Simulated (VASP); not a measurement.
Crystal: AgOs2.

```
Ag Os
1.0
     4.09203    0.00000    0.00000
     0.00000    4.09203    0.00000
     0.00000    0.00000    5.89095
Ag Os
2 4
Direct
  0.00000 0.00000 0.00000
  0.50000 0.50000 0.50000
  0.00000 0.50000 0.20300
  0.00000 0.50000 0.70300
  0.50000 0.00000 0.29700
  0.50000 0.00000 0.79700
```

- Program: VASP 6.6.1
- Task: relaxation of cell and atoms
- Functional: PBE
- Potentials or basis: VASP PAW PBE potentials, release 64 (Ag, Os)
- Cutoff: 600 eV
- k mesh: 4 × 4 × 4
- Occupations: gaussian, width 0.1 eV
- Spin: no spin polarisation

At the start: pressure 22.8 GPa; volume 16.44 Å³/atom.

**Question.** Where does the relaxation end?

**Answer.** Over 20 steps the energy falls by 601.4 meV/atom and the volume is 18.34 Å³/atom (+11.5 %); space group P4_2/nmc (No. 137, to 0.1 Å) before, I4/mmm (No. 139, to 0.1 Å).

The path:
```
step  energy change (eV)  largest force (eV/Å)  pressure (GPa)  volume (Å³)
   1              0.0000                3.6752           22.78        98.64
   2              0.8827                0.6078          -25.83       135.78
   3             -1.3713                1.9744           -8.89       112.57
   4             -1.3784                2.0617           -7.44       111.60
   5             -2.3407                0.8879           -1.52       106.67
   6             -2.5308                0.0883            5.93       102.93
   7             -2.5361                0.0648            4.64       103.48
   8             -2.6456                0.4140           -5.02       109.03
   9             -2.6504                0.3404           -3.48       107.98
  10             -2.8361                0.4603           -3.43       108.51
  11             -3.4197                0.7646            0.79       109.16
  12             -3.4114                0.8016            2.23       109.13
  13             -3.4218                0.7756            1.20       109.15
  14             -3.4791                0.6194            0.26       110.80
  15             -3.4795                0.6049            0.22       110.95
  16             -3.5329                0.4589           -1.39       111.56
  17             -3.5650                0.2302           -3.64       112.48
  18             -3.5915                0.1487           -2.30       111.54
  19             -3.6082                0.0197           -0.17       110.16
  20             -3.6084                0.0066            0.03       110.02
```

Final structure:
```cif
data_structure
_symmetry_space_group_name_H-M 'P 1'
_symmetry_Int_Tables_number 1
_cell_length_a 4.7500
_cell_length_b 4.7500
_cell_length_c 4.8763
_cell_angle_alpha 90.000
_cell_angle_beta 90.000
_cell_angle_gamma 90.000
_cell_volume 110.02
loop_
_atom_site_label
_atom_site_type_symbol
_atom_site_fract_x
_atom_site_fract_y
_atom_site_fract_z
_atom_site_occupancy
Ag1 Ag 0.00000 0.00000 0.00000 1
Ag2 Ag 0.50000 0.50000 0.50000 1
Os1 Os 0.00000 0.50000 0.25020 1
Os2 Os 0.00000 0.50000 0.75020 1
Os3 Os 0.50000 0.00000 0.24980 1
Os4 Os 0.50000 0.00000 0.74980 1
```

Caveat: the k points lie up to 0.33 Å⁻¹ apart in the final cell; the highest band is partly filled, so the run has too few bands; a cell axis changed by over 15 % at a fixed basis, so the end point is rough.
